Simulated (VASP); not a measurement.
# Tl (P6_3/mmc) in VASP: notebook

Runs on Tl. Level: RPBE. Tasks: single point.

Program: VASP 6.6.1. These are calculated values, not measurements. Logs are shortened: lines on timing, memory, paths and dates and some standing lists are left out, and cuts for length are marked.

**1. The cell of the first run**

Symmetry: P6_3/mmc, No. 194, hexagonal system. The conventional cell has a = 3.738 Å, b = 3.738 Å, c = 11.972 Å, α = 90.00°, β = 90.00°, γ = 120.00°. Within 4.8 Å of Tl (site symmetry -3m) lie 12 Tl at 3.69 to 3.74 Å. Tl (site symmetry -6m2) has 12 Tl at 3.69 to 3.74 Å within 4.8 Å.

**2. Single point, RPBE (volume scaled by 1.08)**

The input, INCAR:

```
SYSTEM = Tl
PREC = Accurate
ENCUT = 520
EDIFF = 1E-6
ISMEAR = -1
SIGMA = 0.1
LREAL = .False.
LASPH = .True.
NELM = 80
ALGO = Normal
ISIF = 2
LWAVE = .False.
LCHARG = .True.
GGA = RP
LELF = .True.
LVHAR = .True.
NBANDS = 34
```

The input, KPOINTS:

```
Automatic mesh
0
Gamma
  11 11 3
  0 0 0
```

The input, POSCAR:

```
Tl
1.0
    3.7380133680      0.0000000000      0.0000000000
   -1.8690066840      3.2372145364      0.0000000000
    0.0000000000      0.0000000000     11.9724882229
Tl
4
Direct
    0.0000000000      1.0000000000      0.0000000000
    0.0000000000      0.0000000000      0.5000000000
    0.3333333333      0.6666666667      0.2500000000
    0.6666666667      0.3333333333      0.7500000000
```

Potentials or basis: VASP PAW PBE potentials, release 64 (Tl_d).

Launch:

```bash
cat potpaw_PBE.64/Tl_d/POTCAR > POTCAR
mpirun -np 1 vasp_std > vasp.out
```

OUTCAR:

```text
SYSTEM = Tl
   PREC = Accurate
   ENCUT = 520
   EDIFF = 1E-6
   ISMEAR = -1
   LREAL = .False.
   LASPH = .True.
   NELM = 80
   ISIF = 2
   GGA = RP

 ion  position               nearest neighbor table
   1  0.000  0.000  0.000-   3 3.69   4 3.69   4 3.69   3 3.69   4 3.69   3 3.69
   2  0.000  0.000  0.500-   3 3.69   4 3.69   4 3.69   3 3.69   4 3.69   3 3.69
   3  0.333  0.667  0.250-   1 3.69   2 3.69   1 3.69   2 3.69   1 3.69   2 3.69
   4  0.667  0.333  0.750-   1 3.69   2 3.69   1 3.69   2 3.69   1 3.69   2 3.69

  LATTYP: Found a hexagonal cell.
 ALAT       =     3.7380133680
 C/A-ratio  =     3.2029013929

  Lattice vectors:

 A1 = (   3.7380133680,   0.0000000000,   0.0000000000)
 A2 = (  -1.8690066840,   3.2372145364,   0.0000000000)
 A3 = (   0.0000000000,   0.0000000000,  11.9724882229)

Analysis of symmetry for initial positions (statically):
=====================================================================
 Subroutine PRICEL returns:
 Original cell was already a primitive cell.

 Routine SETGRP: Setting up the symmetry group for a
 hexagonal supercell.

 Subroutine GETGRP returns: Found 24 space group operations
 (whereof 12 operations were pure point group operations)
 out of a pool of 24 trial point group operations.

The static configuration has the point symmetry D_3d.
 The point group associated with its full space group is D_6h.

Analysis of symmetry for dynamics (positions and initial velocities):
=====================================================================
 Subroutine PRICEL returns:
 Original cell was already a primitive cell.

 Routine SETGRP: Setting up the symmetry group for a
 hexagonal supercell.

 Subroutine GETGRP returns: Found 24 space group operations
 (whereof 12 operations were pure point group operations)
 out of a pool of 24 trial point group operations.

The dynamic configuration has the point symmetry D_3d.
 The point group associated with its full space group is D_6h.

 Subroutine INISYM returns: Found 24 space group operations
 (whereof 12 operations are pure point group operations),
 and found     1 'primitive' translations

----------------------------------------------------------------------------------------

                                     Primitive cell

  volume of cell :     144.8761

  direct lattice vectors                    reciprocal lattice vectors
     3.738013368  0.000000000  0.000000000     0.267521783  0.154453773  0.000000000
    -1.869006684  3.237214536  0.000000000     0.000000000  0.308907547  0.000000000
     0.000000000  0.000000000 11.972488223     0.000000000  0.000000000  0.083524826

  length of vectors
     3.738013368  3.738013368 11.972488223     0.308907547  0.308907547  0.083524826

  position of ions in fractional coordinates (direct lattice)
     0.000000000  0.000000000  0.000000000
     0.000000000  0.000000000  0.500000000
     0.333333333  0.666666667  0.250000000
     0.666666667  0.333333333  0.750000000

  ion indices of the primitive-cell ions
   primitive index   ion index
                 1           1
                 2           2
                 3           3
                 4           4

----------------------------------------------------------------------------------------

 KPOINTS: Automatic mesh

Automatic generation of k-mesh.
 Grid dimensions read from file:
 generate k-points for:   11   11    3

 Generating k-lattice:

  Cartesian coordinates                     Fractional coordinates (reciprocal lattice)
     0.024320162  0.014041252  0.000000000     0.090909091  0.000000000  0.000000000
     0.000000000  0.028082504  0.000000000     0.000000000  0.090909091  0.000000000
     0.000000000  0.000000000  0.027841609     0.000000000  0.000000000  0.333333333

  Length of vectors
     0.028082504  0.028082504  0.027841609

  Shift w.r.t. Gamma in fractional coordinates (k-lattice)
     0.000000000  0.000000000  0.000000000

 Subroutine IBZKPT returns following result:
 ===========================================

 Found     32 irreducible k-points:

 Following reciprocal coordinates:
            Coordinates               Weight
  0.000000  0.000000  0.000000      1.000000
  0.090909  0.000000  0.000000      6.000000
  0.181818  0.000000  0.000000      6.000000
  0.272727  0.000000  0.000000      6.000000
  0.363636  0.000000  0.000000      6.000000
  0.454545  0.000000  0.000000      6.000000
[... 16 lines left out ...]
  0.090909  0.090909  0.333333     12.000000
  0.181818  0.090909  0.333333     24.000000
 [... further k-points ...]
   k-points           NKPTS =     32   k-points in BZ     NKDIM =     32   number of bands    NBANDS=     34
   number of dos      NEDOS =    301   number of ions     NIONS =      4
   total plane-waves  NPLWV =  70560
   dimension x,y,z NGX =    28 NGY =   28 NGZ =   90
   dimension x,y,z NGXF=    56 NGYF=   56 NGZF=  180
   ions per type =               4
   NGX,Y,Z   is equivalent  to a cutoff of  12.45, 12.45, 12.50 a.u.
   NGXF,Y,Z  is equivalent  to a cutoff of  24.91, 24.91, 24.99 a.u.
 SYSTEM =  Tl
   PREC   = accura    normal or accurate (medium, high low for compatibility)
   ISTART =      0    job   : 0-new  1-cont  2-samecut
   ICHARG =      2    charge: 1-file 2-atom 10-const
   ISPIN  =      1    spin polarized calculation?
   LNONCOLLINEAR =      F non collinear calculations
   LSORBIT =      F    spin-orbit coupling
   LASPH  =      T    aspherical Exc in radial PAW
   ENCUT  =  520.0 eV  38.22 Ry    6.18 a.u.   6.95  6.95 22.26*2*pi/ulx,y,z
   NELM   =     80;   NELMIN=  2; NELMDL= -5     # of ELM steps
   EDIFF  = 0.1E-05   stopping-criterion for ELM
   LREAL  =      F    real-space projection
   EDIFFG = 0.1E-04   stopping-criterion for IOM
   NSW    =      0    number of steps for IOM
   IBRION =     -1    ionic relax: 0-MD 1-quasi-New 2-CG
   NFREE  =      0    steps in history (QN), initial steepest desc. (CG)
   ISIF   =      2    stress and relaxation
   ISYM   =      2    0-nonsym 1-usesym 2-fastsym
   POTIM  = 0.5000    time-step for ionic-motion
   TEBEG  =    0.0;   TEEND  =   0.0 temperature during run
   PSTRESS=    0.0 pullay stress
   NELECT =      52.0000    total number of electrons
   NUPDOWN=      -1.0000    fix difference up-down
   EMIN   =  10.00;   EMAX   =-10.00  energy-range for DOS
   EFERMI =   0.00;   METHOD = LEGACY
   ISMEAR =    -1;   SIGMA  =   0.10  broadening in eV -4-tet -1-fermi 0-gaus
   EFERMI_NEDOS =   21; number of points for ismear=-14 and -15
   IALGO  =     38    algorithm
   IMIX   =      4    mixing-type and parameters
     AMIX     =   0.40;   BMIX     =  1.00
     AMIX_MAG =   1.60;   BMIX_MAG =  1.00
  volume/ion in A,a.u.               =      36.22       244.42
  Fermi-wavevector in a.u.,A,eV,Ry     =   1.163439  2.198581 18.416721  1.353591
  Thomas-Fermi vector in A             =   2.299989
   LORBIT       =      0    0 simple, 1 ext, 2 COOP (PROOUT), +10 PAW based schemes
   GGA     = RP    functional components
   LHFCALC =     F    Hartree Fock is set to
   AEXX    =    0.0000 exact exchange contribution
   IVDW    =     0    specifies the selected vdW correction
   LEPSILON=     F    determine dielectric tensor
   LRPA    =     F    only Hartree local field effects (RPA)
 non-spin polarized calculation
  energy-cutoff  :      520.00
  volume of cell :      144.88
 maximum number of plane-waves:      3918
 NGX is ok and might be reduce to    28
   NGX = 13   NGY = 13   NGZ = 45

 number of electron      52.0000010 magnetization

 Free energy of the ion-electron system (eV)
  ---------------------------------------------------
  ext. energy  EPLUGINS =         0.00000000
  ---------------------------------------------------
  free energy    TOTEN  =        -7.29283673 eV

  energy without entropy =       -7.20020311  energy(sigma->0) =       -7.24651992

 E-fermi :   4.5802     XC(G=0):  -8.9180

 val. band max:        4.5642485716   @ k =   0.3636   0.1818   0.0000
 cond. band min:       4.6200957110   @ k =   0.2727   0.2727   0.3333
 fundamental gap:      0.0558471393
 Fermi energy:         4.5802468171

 k-point     1 :       0.0000    0.0000    0.0000
  band No.  band energies     occupation
      1      -6.9920      2.00000
      2      -6.9476      2.00000
      3      -6.9399      2.00000
      4      -6.9366      2.00000
      5      -6.9366      2.00000
      6      -6.9252      2.00000
[... 26 lines left out ...]
     33      11.8512      0.00000
     34      12.7227      0.00000

 k-point     2 :       0.0909    0.0000    0.0000
  band No.  band energies     occupation
      1      -6.9814      2.00000
      2      -6.9490      2.00000
      3      -6.9477      2.00000
      4      -6.9336      2.00000
      5      -6.9273      2.00000
      6      -6.9231      2.00000
[... 26 lines left out ...]
     33      11.5270      0.00000
     34      11.7565      0.00000

 k-point     3 :       0.1818    0.0000    0.0000
  band No.  band energies     occupation
      1      -6.9950      2.00000
      2      -6.9660      2.00000
      3      -6.9655      2.00000
      4      -6.9224      2.00000
      5      -6.9203      2.00000
      6      -6.9000      2.00000
[... 26 lines left out ...]
     33      10.8331      0.00000
     34      10.8411      0.00000
[... 704 lines left out ...]
 k-point    23 :       0.0909    0.0909    0.3333
  band No.  band energies     occupation
      1      -6.9663      2.00000
      2      -6.9639      2.00000
      3      -6.9520      2.00000
      4      -6.9520      2.00000
      5      -6.9192      2.00000
      6      -6.9036      2.00000
[... 26 lines left out ...]
     33      10.9260      0.00000
     34      11.1625      0.00000

 k-point    24 :       0.1818    0.0909    0.3333
  band No.  band energies     occupation
      1      -6.9960      2.00000
      2      -6.9847      2.00000
      3      -6.9565      2.00000
      4      -6.9429      2.00000
      5      -6.9199      2.00000
      6      -6.8977      2.00000
[... 26 lines left out ...]
     33       9.9887      0.00000
     34      10.6668      0.00000

 [... further k-points ...]

------------------------ aborting loop because EDIFF is reached ----------------------------------------

  FORCE on cell =-STRESS in cart. coord.  units (eV):
  Direction    XX          YY          ZZ          XY          YZ          ZX
  --------------------------------------------------------------------------------------
  -------------------------------------------------------------------------------------
  Total       -1.1065093     -1.1065093     -1.2815403      0.0000000      0.0000000      0.0000000
  in kB      -12.2368297    -12.2368297    -14.1724883      0.0000000      0.0000000      0.0000000
  external PRESSURE =     -12.8820492 kB  Pullay stress =       0.0000000 kB

 VOLUME and BASIS-vectors are now :
 -----------------------------------------------------------------------------
  energy-cutoff  :      520.00
  volume of cell :      144.88
      direct lattice vectors                 reciprocal lattice vectors
     3.738013368  0.000000000  0.000000000     0.267521783  0.154453773  0.000000000
    -1.869006684  3.237214536  0.000000000     0.000000000  0.308907547  0.000000000
     0.000000000  0.000000000 11.972488223     0.000000000  0.000000000  0.083524826

 POSITION                                       TOTAL-FORCE (eV/Angst)
 -----------------------------------------------------------------------------------
      0.00000      0.00000      0.00000         0.000000      0.000000      0.000000
      0.00000      0.00000      5.98624         0.000000      0.000000      0.000000
     -0.00000      2.15814      2.99312         0.000000     -0.000000     -0.000000
      1.86901      1.07907      8.97937        -0.000000      0.000000      0.000000
 -----------------------------------------------------------------------------------
    total drift:                                0.000000     -0.000000      0.000000

  FREE ENERGIE OF THE ION-ELECTRON SYSTEM (eV)
  ---------------------------------------------------
  free  energy   TOTEN  =        -7.2928367281 eV

  energy  without entropy=       -7.2002031099  energy(sigma->0) =       -7.24651992
```

Wall time 86 s (1 thread of AMD EPYC 7R43 (Zen 3), shared host); peak memory 0.26 GiB.

What came out:

```yaml
Free_energy: -7.2928 eV
Pressure: -1.3 GPa
Band_gap_on_the_k_mesh: zero (band 26 reaches 7.18 eV, above the bottom of band 27 at 3.87 eV)
```

Stress tensor (GPa, compression positive):
```
-1.22  0.00  0.00
 0.00 -1.22  0.00
 0.00  0.00 -1.42
```

Levels at points of the mesh, in eV from the Fermi level:
```tsv
k point	band 23	band 24	band 25	band 26	band 27	band 28
(0.00, 0.00, 0.00)	-7.57	-5.26	-2.02	2.56	2.57	6.51
```

Caveat: the PAW data sets were made with another functional, which shifts forces and pressure a little; spin-orbit coupling is left out, which moves the levels of the heavy elements.

**3. Single point, RPBE (volume scaled by 1.12)**

The input, INCAR:

```
ALGO     = Normal         # electronic algorithm
EDIFF    = 1E-6           # SCF threshold, eV
ENCUT    = 520            # plane-wave cutoff, eV
GGA      = RP             # functional
ISIF     = 2              # what is computed and relaxed
ISMEAR   = -1             # smearing method
LASPH    = True           # aspherical terms in the spheres
LCHARG   = False          # write CHGCAR
LREAL    = False          # projectors in reciprocal space
LWAVE    = False          # write WAVECAR
NBANDS   = 34             # bands
NELM     = 60             # most SCF steps
PREC     = Accurate       # precision mode
SIGMA    = 0.1            # smearing width, eV
```

The input, KPOINTS:

```
k-points
0
Gamma
  11 11 3
```

The input, POSCAR:

```
Tl
1.0
    3.7836033900      0.0000000000      0.0000000000
   -1.8918016950      3.2766966536      0.0000000000
    0.0000000000      0.0000000000     12.1185085678
Tl
4
Direct
    0.0000000000      1.0000000000      0.0000000000
    0.0000000000      0.0000000000      0.5000000000
    0.3333333333      0.6666666667      0.2500000000
    0.6666666667      0.3333333333      0.7500000000
```

Potentials or basis: VASP PAW PBE potentials, release 64 (Tl_d).

Launch:

```bash
cat potpaw_PBE.64/Tl_d/POTCAR > POTCAR
mpirun -np 1 vasp_std > vasp.out
```

It took 85 s on 1 thread of AMD EPYC 7R43 (Zen 3), shared host; peak memory 0.27 GiB.

Results (log left out):

| Property | Result |
| --- | --- |
| Free energy | -7.2449 eV |
| Pressure | -1.7 GPa |
| Band gap on the k mesh | zero (band 26 reaches 6.79 eV, above the bottom of band 27 at 3.64 eV) |

Stress tensor (GPa, compression positive):
```
-1.61  0.00  0.00
 0.00 -1.61  0.00
 0.00  0.00 -1.87
```

Levels at points of the mesh, in eV from the Fermi level:
```csv
k point,band 21,band 22,band 23,band 24,band 25,band 26,band 27,band 28,band 29,band 30
"(0.00, 0.00, 0.00)",-8.51,-7.46,-7.45,-5.29,-1.92,2.44,2.45,6.29,6.29,6.99
```

Caveat: the PAW data sets were made with another functional, which shifts forces and pressure a little; spin-orbit coupling is left out, which moves the levels of the heavy elements.
